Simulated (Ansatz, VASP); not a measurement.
**SnO2: VASP beside Ansatz**

```
Sn O
1.0
     3.32990    0.00000    0.00000
     0.00000    3.32990    0.00000
     0.00000    0.00000    4.86321
Sn O
2 4
Direct
  0.50000 0.50000 0.50000
  0.00000 0.00000 0.00000
  0.00000 0.50000 0.69325
  0.50000 0.00000 0.80675
  0.50000 0.00000 0.30675
  0.00000 0.50000 0.19325
```

Alike in both runs: task relaxation of cell and atoms; functional PBE; k mesh 6 × 6 × 4; occupations gaussian, width 0.1 eV; no spin polarisation.

```csv
,VASP,Ansatz
version,VASP 6.6.1,Ansatz 0.2.0
potentials or method,"VASP PAW PBE potentials, release 64 (Sn_d, O), cutoff 600 eV","scalar-relativistic, plane waves, PAW"
valence electrons in the cell,52,52
```

|  | VASP | Ansatz | Ansatz less VASP |
| --- | --- | --- | --- |
| gap on the k mesh at the Fermi level, each at its own relaxed structure (eV) | 0.73 | 0.78 | +0.047 |
| relaxed volume (Å³/atom) | 11.86 | 11.91 | +0.049 |
| relaxed cell length with the largest relative difference (Å) | 5.495 | 5.533 | +0.0387 |

Noted on VASP's run: the volume moved by over 15 % at a fixed basis, so the end points are rough.
